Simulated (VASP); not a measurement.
# P in VASP: notebook

The runs below take P through single point, with PBEsol.

Everything below comes from runs of VASP 6.6.1. Logs are shortened: lines on timing, memory, paths and dates and some standing lists are left out, and cuts for length are marked.

### 1 The cell of the first run

The cell holds a slab with vacuum, 4 atoms: a = 3.284 Å, b = 34.857 Å, c = 4.632 Å, α = 90.00°, β = 90.00°, γ = 90.00°.

### 2 Single point, PBEsol (mode 7 (349.0 1/cm) frozen in, largest displacement +0.120 Å)

File INCAR:

```
ALGO = Normal
EDIFF = 1E-6
ENCUT = 520
GGA = PS
ISIF = 2
ISMEAR = 0
LASPH = True
LCHARG = False
LREAL = False
LWAVE = False
NBANDS = 18
NELM = 60
PREC = Accurate
SIGMA = 0.05
```

File KPOINTS:

```
k-points
0
Gamma
  8 1 6
```

File POSCAR:

```
P
1.0
    3.2837277200      0.0000000000      0.0000000000
    0.0000000000     34.8570309900      0.0000000000
    0.0000000000      0.0000000000      4.6320847100
P
4
Direct
    0.0000000000      0.9671176983      0.5815922389
    0.0000000000      0.0328823017      0.4184077611
    0.5000000000      0.0328823017      0.0815922389
    0.5000000000      0.9671176983      0.9184077611
```

Potentials or basis: VASP PAW PBE potentials, release 64 (P).

Command:

```sh
> cat potpaw_PBE.64/P/POTCAR > POTCAR
> mpirun -np 1 vasp_std > vasp.out
```

OUTCAR:

```text
EDIFF = 1E-6
   ENCUT = 520
   GGA = PS
   ISIF = 2
   ISMEAR = 0
   LASPH = True
   LREAL = False
   NELM = 60
   PREC = Accurate

 ion  position               nearest neighbor table
   1  0.000  0.967  0.582-   4 2.26   4 2.26   2 2.41
   2  0.000  0.033  0.418-   3 2.26   3 2.26   1 2.41
   3  0.500  0.033  0.082-   2 2.26   2 2.26   4 2.41
   4  0.500  0.967  0.918-   1 2.26   1 2.26   3 2.41

  LATTYP: Found a simple orthorhombic cell.
 ALAT       =     3.2837277200
 B/A-ratio  =     1.4106177811
 C/A-ratio  =    10.6150795566

  Lattice vectors:

 A1 = (  -3.2837277200,   0.0000000000,   0.0000000000)
 A2 = (   0.0000000000,   0.0000000000,   4.6320847100)
 A3 = (   0.0000000000,  34.8570309900,   0.0000000000)

Analysis of symmetry for initial positions (statically):
=====================================================================
 Subroutine PRICEL returns:
 Original cell was already a primitive cell.

 Routine SETGRP: Setting up the symmetry group for a
 simple orthorhombic supercell.

 Subroutine GETGRP returns: Found  8 space group operations
 (whereof  4 operations were pure point group operations)
 out of a pool of  8 trial point group operations.

The static configuration has the point symmetry C_2h.
 The point group associated with its full space group is D_2h.

Analysis of symmetry for dynamics (positions and initial velocities):
=====================================================================
 Subroutine PRICEL returns:
 Original cell was already a primitive cell.

 Routine SETGRP: Setting up the symmetry group for a
 simple orthorhombic supercell.

 Subroutine GETGRP returns: Found  8 space group operations
 (whereof  4 operations were pure point group operations)
 out of a pool of  8 trial point group operations.

The dynamic configuration has the point symmetry C_2h.
 The point group associated with its full space group is D_2h.

 Subroutine INISYM returns: Found  8 space group operations
 (whereof  4 operations are pure point group operations),
 and found     1 'primitive' translations

----------------------------------------------------------------------------------------

                                     Primitive cell

  volume of cell :     530.1930

[... 83 lines left out ...]
   LSORBIT =      F    spin-orbit coupling
   LASPH  =      T    aspherical Exc in radial PAW
   ENCUT  =  520.0 eV  38.22 Ry    6.18 a.u.   6.11 64.81  8.61*2*pi/ulx,y,z
   NELM   =     60;   NELMIN=  2; NELMDL= -5     # of ELM steps
   EDIFF  = 0.1E-05   stopping-criterion for ELM
   LREAL  =      F    real-space projection
   EDIFFG = 0.1E-04   stopping-criterion for IOM
   NSW    =      0    number of steps for IOM
   IBRION =     -1    ionic relax: 0-MD 1-quasi-New 2-CG
   NFREE  =      0    steps in history (QN), initial steepest desc. (CG)
   ISIF   =      2    stress and relaxation
   ISYM   =      2    0-nonsym 1-usesym 2-fastsym
   POTIM  = 0.5000    time-step for ionic-motion
   TEBEG  =    0.0;   TEEND  =   0.0 temperature during run
   PSTRESS=    0.0 pullay stress
   NELECT =      20.0000    total number of electrons
   NUPDOWN=      -1.0000    fix difference up-down
   EMIN   =  10.00;   EMAX   =-10.00  energy-range for DOS
   EFERMI =   0.00;   METHOD = LEGACY
   ISMEAR =     0;   SIGMA  =   0.05  broadening in eV -4-tet -1-fermi 0-gaus
   EFERMI_NEDOS =   21; number of points for ismear=-14 and -15
   IALGO  =     38    algorithm
   IMIX   =      4    mixing-type and parameters
     AMIX     =   0.40;   BMIX     =  1.00
     AMIX_MAG =   1.60;   BMIX_MAG =  1.00
  volume/ion in A,a.u.               =     132.55       894.48
  Fermi-wavevector in a.u.,A,eV,Ry     =   0.549044  1.037542  4.101461  0.301449
  Thomas-Fermi vector in A             =   1.580001
   LORBIT       =      0    0 simple, 1 ext, 2 COOP (PROOUT), +10 PAW based schemes
   GGA     = PS    functional components
   LHFCALC =     F    Hartree Fock is set to
   AEXX    =    0.0000 exact exchange contribution
   IVDW    =     0    specifies the selected vdW correction
   LEPSILON=     F    determine dielectric tensor
   LRPA    =     F    only Hartree local field effects (RPA)
 non-spin polarized calculation
 Gauss-broadening in eV      SIGMA  =   0.05
  energy-cutoff  :      520.00
  volume of cell :      530.19
 maximum number of plane-waves:     14344
   NGX = 13   NGY =129   NGZ = 17

 number of electron      20.0000000 magnetization

 Free energy of the ion-electron system (eV)
  ---------------------------------------------------
  ext. energy  EPLUGINS =         0.00000000
  ---------------------------------------------------
  free energy    TOTEN  =       -22.52852220 eV

  energy without entropy =      -22.52852067  energy(sigma->0) =      -22.52852144

 E-fermi :  -3.2842     XC(G=0):  -1.8094

 val. band max:       -3.4130662499   @ k =   0.0000   0.0000   0.0000
 cond. band min:      -3.1552590771   @ k =   0.0000   0.0000   0.0000
 fundamental gap:      0.2578071728
 Fermi energy:        -3.2841545722

 k-point     1 :       0.0000    0.0000    0.0000
  band No.  band energies     occupation
      1     -17.6992      2.00000
      2     -15.7323      2.00000
      3     -11.8445      2.00000
      4      -8.7596      2.00000
      5      -8.4782      2.00000
      6      -7.6165      2.00000
[... 397 lines left out ...]
      5      -7.9819      2.00000
      6      -7.9819      2.00000
[... 10 lines left out ...]
     17       2.5312      0.00000
     18       2.5312      0.00000

------------------------ aborting loop because EDIFF is reached ----------------------------------------

  FORCE on cell =-STRESS in cart. coord.  units (eV):
  Direction    XX          YY          ZZ          XY          YZ          ZX
  --------------------------------------------------------------------------------------
  -------------------------------------------------------------------------------------
  Total       -1.7527586     -4.9879139     -3.8181740      0.0000000     -0.0000000      0.0000000
  in kB       -5.2966183    -15.0728546    -11.5380462      0.0000000     -0.0000000      0.0000000
  external PRESSURE =     -10.6358397 kB  Pullay stress =       0.0000000 kB

 VOLUME and BASIS-vectors are now :
 -----------------------------------------------------------------------------
  energy-cutoff  :      520.00
  volume of cell :      530.19
      direct lattice vectors                 reciprocal lattice vectors
     3.283727720  0.000000000  0.000000000     0.304531948  0.000000000  0.000000000
     0.000000000 34.857030990  0.000000000     0.000000000  0.028688617  0.000000000
     0.000000000  0.000000000  4.632084710     0.000000000  0.000000000  0.215885516

 POSITION                                       TOTAL-FORCE (eV/Angst)
 -----------------------------------------------------------------------------------
      0.00000     33.71085      2.69398         0.000000      1.084871      0.623414
      0.00000      1.14618      1.93810        -0.000000     -1.084871     -0.623414
      1.64186      1.14618      0.37794         0.000000     -1.084871      0.623414
      1.64186     33.71085      4.25414        -0.000000      1.084871     -0.623414
 -----------------------------------------------------------------------------------
    total drift:                               -0.000000      0.000000     -0.000000

  FREE ENERGIE OF THE ION-ELECTRON SYSTEM (eV)
  ---------------------------------------------------
  free  energy   TOTEN  =       -22.5285222026 eV

  energy  without entropy=      -22.5285206744  energy(sigma->0) =      -22.52852144
```

It took 2.5 min on 1 thread of AMD EPYC 9R45 (Zen 5), shared host; peak memory 0.53 GiB.

What came out:

```yaml
Free_energy: -22.5285 eV
Largest_force: 1.251 eV/Å
Band_gap_on_the_k_mesh: 0.26 eV, direct
```

Forces in eV/Å, atoms in the order of the input:
```
P    0.000  1.085  0.623
P    0.000 -1.085 -0.623
P    0.000 -1.085  0.623
P    0.000  1.085 -0.623
```

Levels at points of the mesh, in eV from the valence-band top:
```csv
k point,band 6,band 7,band 8,band 9,band 10,band 11,band 12,band 13,band 14,band 15
"(0.00, 0.00, 0.00)",-4.20,-2.55,-1.97,-1.30,0.00,0.26,2.18,3.07,3.78,4.43
"(0.50, 0.00, 0.00)",-4.27,-2.53,-2.53,-1.87,-1.87,1.08,1.08,1.84,1.84,3.05
"(0.00, 0.00, 0.50)",-3.04,-1.85,-1.85,-0.78,-0.78,2.28,2.28,2.97,2.97,3.73
"(0.50, 0.00, 0.50)",-4.57,-4.51,-4.51,-1.27,-1.27,2.09,2.09,4.07,4.07,5.38
```

Caveat: the cell differs from its parent crystal (mode 7 (349.0 1/cm) frozen in, largest displacement +0.120 Å); the PAW data sets were made with another functional, which shifts forces and pressure a little.

### 3 Single point, PBEsol (mode 7 (349.0 1/cm) frozen in, largest displacement -0.090 Å)

File INCAR:

```
SYSTEM = P
PREC = Accurate
ENCUT = 520
EDIFF = 1E-6
ISMEAR = 0
SIGMA = 0.05
LREAL = .False.
LASPH = .True.
NELM = 100
ALGO = Normal
ISIF = 2
LWAVE = .False.
LCHARG = .False.
GGA = PS
NBANDS = 18
```

File KPOINTS:

```
regular mesh
0
Gamma
  8 1 6
  0 0 0
```

File POSCAR:

```
P
1.0
    3.2837277200      0.0000000000      0.0000000000
    0.0000000000     34.8570309900      0.0000000000
    0.0000000000      0.0000000000      4.6320847100
P
4
Direct
    0.0000000000      0.9726192288      0.6000695808
    0.0000000000      0.0273807712      0.3999304192
    0.5000000000      0.0273807712      0.1000695808
    0.5000000000      0.9726192288      0.8999304192
```

Potentials or basis: VASP PAW PBE potentials, release 64 (P).

Command:

```sh
> cat potpaw_PBE.64/P/POTCAR > POTCAR
> mpirun -np 1 vasp_std > vasp.out
```

It took 2.2 min on 1 thread of AMD EPYC 9R45 (Zen 5), shared host; peak memory 0.53 GiB.

It converged, with:

* Free energy: -22.5198 eV
* Largest force: 1.548 eV/Å
* Band gap on the k mesh: 0.98 eV, indirect (least direct gap 1.05 eV)

Forces in eV/Å, atoms in the order of the input:
```
P    0.000 -1.435 -0.580
P    0.000  1.435  0.580
P    0.000  1.435 -0.580
P    0.000 -1.435  0.580
```

Levels at points of the mesh, in eV from the valence-band top:
| k point | band 6 | band 7 | band 8 | band 9 | band 10 | band 11 | band 12 | band 13 | band 14 | band 15 |
| --- | --- | --- | --- | --- | --- | --- | --- | --- | --- | --- |
| (0.00, 0.00, 0.00) | -4.39 | -4.26 | -2.38 | -1.50 | -0.08 | 0.98 | 1.40 | 2.19 | 2.77 | 4.37 |
| (0.50, 0.00, 0.00) | -5.86 | -3.06 | -3.06 | -2.16 | -2.16 | 1.17 | 1.17 | 2.43 | 2.43 | 4.33 |
| (0.00, 0.00, 0.50) | -3.39 | -2.83 | -2.83 | -1.99 | -1.99 | 1.70 | 1.70 | 3.60 | 3.60 | 4.21 |
| (0.50, 0.00, 0.50) | -5.54 | -4.75 | -4.75 | -0.94 | -0.94 | 2.41 | 2.41 | 3.42 | 3.42 | 4.80 |

Caveat: the cell differs from its parent crystal (mode 7 (349.0 1/cm) frozen in, largest displacement -0.090 Å); the PAW data sets were made with another functional, which shifts forces and pressure a little.
